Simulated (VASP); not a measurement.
SnO2: single point with PBE

The system is SnO2.

```
CELL_PARAMETERS angstrom
4.88142 0.00000 0.00000
0.00000 4.88142 0.00000
0.00000 0.00000 3.14101
ATOMIC_POSITIONS crystal
Sn 0.50000 0.50000 0.50000
Sn 0.00000 0.00000 0.00000
O 0.19429 0.80571 0.50000
O 0.80571 0.19429 0.50000
O 0.30571 0.30571 0.00000
O 0.69429 0.69429 0.00000
```

This cell differs from its parent crystal: uniaxial strain along c: -3.0 %, then relaxed in part.

```json
{
  "Program": "VASP 6.6.1",
  "Task": "single point",
  "Functional": "PBE",
  "Potentials or basis": "VASP PAW PBE potentials, release 64 (Sn_d, O)",
  "Cutoff": "520 eV",
  "k mesh": "6 × 6 × 8",
  "Occupations": "gaussian, width 0.02 eV",
  "Spin": "no spin polarisation",
  "Dipole correction": "no",
  "Further INCAR settings": "ALGO = Normal; EDIFF = 1e-07; NBANDS = 35"
}
```

| Quantity | Value |
| --- | --- |
| Pressure | 3.7 GPa |
| Largest force | 0.028 eV/Å |
| Band gap on the k mesh | 0.89 eV |

Forces in eV/Å, atoms in the order of the input:
```
Sn   0.000  0.000  0.000
Sn   0.000  0.000  0.000
O    0.020 -0.020  0.000
O   -0.020  0.020  0.000
O   -0.020 -0.020  0.000
O    0.020  0.020  0.000
```

Stress tensor (GPa, compression positive):
```
 0.51  0.00  0.00
 0.00  0.51  0.00
 0.00  0.00 10.15
```

Levels at points of the mesh, in eV from the valence-band top:
| k point | band 23 | band 24 | band 25 | band 26 | band 27 | band 28 | band 29 | band 30 |
| --- | --- | --- | --- | --- | --- | --- | --- | --- |
| (0.00, 0.00, 0.00) | -1.15 | -0.80 | -0.80 | 0.00 | 0.89 | 6.15 | 6.37 | 6.37 |
| (0.50, 0.00, 0.00) | -1.11 | -1.11 | -0.65 | -0.65 | 4.00 | 4.00 | 7.18 | 7.18 |
| (0.50, 0.50, 0.00) | -1.21 | -1.21 | -0.94 | -0.94 | 4.50 | 4.50 | 7.43 | 7.43 |
| (0.00, 0.00, 0.50) | -1.53 | -1.53 | -1.20 | -1.20 | 5.71 | 5.71 | 9.26 | 9.26 |
| (0.50, 0.00, 0.50) | -1.06 | -1.06 | -0.82 | -0.82 | 5.93 | 5.93 | 7.44 | 7.44 |
| (0.50, 0.50, 0.50) | -0.95 | -0.95 | -0.84 | -0.84 | 4.36 | 4.36 | 8.66 | 8.66 |

Run time: 61 s on 1 thread of AMD EPYC 9R45 96-Core Processor (Zen 5), with other jobs on the host, peak memory 0.21 GiB.

Caveat: the cell differs from its parent crystal (uniaxial strain along c: -3.0 %, then relaxed in part); the cell stands under pressure; spin-orbit coupling is left out, which moves the levels of the heavy elements.
